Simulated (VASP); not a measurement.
The system is AgCl.

```
Ag Cl
1.0
     0.00000    2.71664    2.71664
     2.71664    0.00000    2.71664
     2.71664    2.71664    0.00000
Ag Cl
1 1
Direct
  0.00000 0.00000 0.00000
  0.50000 0.50000 0.50000
```

Base run:

* Program: VASP 6.6.1
* Functional: LDA
* Potentials or basis: VASP PAW LDA potentials, release 64 (Ag, Cl)
* Cutoff: 520 eV
* k mesh: 8 × 8 × 8
* Occupations: fermi-dirac, width 0.05 eV
* Spin: no spin polarisation

Its results: band gap on the k mesh 0.64 eV (least direct gap 3.19 eV); pressure -2.7 GPa.

**Question.** The run is repeated on the same cell with these changes: functional from LDA to PBEsol; potentials or basis from VASP PAW LDA potentials, release 64 (Ag, Cl) to VASP PAW PBE potentials, release 64 (Ag, Cl). What comes out?

**Answer.** Band gap on the k mesh 0.72 eV (least direct gap 3.25 eV); pressure 0.4 GPa.

Caveats: the PAW data sets were made with another functional, which shifts forces and pressure a little (at least some runs).

A k mesh can miss the band edges.
